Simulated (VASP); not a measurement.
## Sb: single point with PBE+D3(BJ)

Crystal: Sb.

```
Sb
1.0
     2.21121    1.27664    3.54156
    -2.21121    1.27664    3.54156
     0.00000   -2.55329    3.54156
Sb
2
Direct
  0.23364 0.23364 0.23364
  0.76636 0.76636 0.76636
```

This cell differs from its parent crystal: ratio of the length along z to the lengths across it x 0.92, volume and fractional coordinates fixed.

* Program: VASP 6.6.1
* Task: single point
* Functional: PBE
* Dispersion: D3(BJ)
* Potentials or basis: VASP PAW PBE potentials, release 64 (Sb)
* Cutoff: 520 eV
* k mesh: 15 × 15 × 15
* Occupations: gaussian, width 0.15 eV
* Spin: no spin polarisation

```
Pressure                   : -0.2 GPa
Largest force              : 0.340 eV/Å
Band gap on the k mesh     : zero (bands 5 and 6 overlap by 0.24 eV)
Dispersion energy per atom : -0.476 eV
```

Forces on the atoms (eV/Å):
```
Sb   0.000  0.000  0.340
Sb   0.000  0.000 -0.340
```

Stress tensor (GPa, compression positive):
```
-1.07  0.00  0.00
 0.00 -1.07  0.00
 0.00  0.00  1.59
```

Levels at points of the mesh, in eV from the Fermi level:
```csv
k point,band 3,band 4,band 5,band 6,band 7,band 8
"(0.00, 0.00, 0.00)",-1.86,-1.86,-1.22,2.40,3.04,3.04
```

It took 2.6 min on 1 thread of Intel Xeon 8259CL, with other jobs on the host, peak memory 0.34 GiB.

Caveat: spin-orbit coupling is left out, which moves the levels of the heavy elements.
